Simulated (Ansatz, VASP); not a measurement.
# Two plane-wave programs on Cs2Ru

```xyz
3
Lattice="4.7052 0.0000 0.0000 -2.3526 4.0748 0.0000 0.0000 0.0000 5.0804" Properties=species:S:1:pos:R:3 pbc="T T T"
Cs    0.0000    2.7166    2.5402
Cs    2.3526    1.3583    2.5402
Ru    0.0000    0.0000    0.0000
```

Alike in both runs: task relaxation of cell and atoms; functional PBE; k mesh 6 × 6 × 4; occupations gaussian, width 0.1 eV; no spin polarisation.

|  | VASP | Ansatz |
| --- | --- | --- |
| version | VASP 6.6.1 | Ansatz 0.2.0 |
| potentials or method | VASP PAW PBE potentials, release 64 (Cs_sv, Ru_pv), cutoff 600 eV | scalar-relativistic, plane waves, PAW |
| valence electrons in the cell | 32 | 34 |

```csv
,VASP,Ansatz,Ansatz less VASP
"gap on the k mesh at the Fermi level, each at its own relaxed structure (eV)",none,none,-
relaxed volume (Å³/atom),36.53,36.94,+0.414
relaxed cell length with the largest relative difference (Å),6.159,6.201,+0.0420
```

A gap of «none» marks a metal or a gap that the smearing closes. VASP's potentials hold 32 valence electrons a cell and Ansatz's 34, so a difference there can come from the potentials and not from the codes.

Spin-orbit coupling is off throughout.
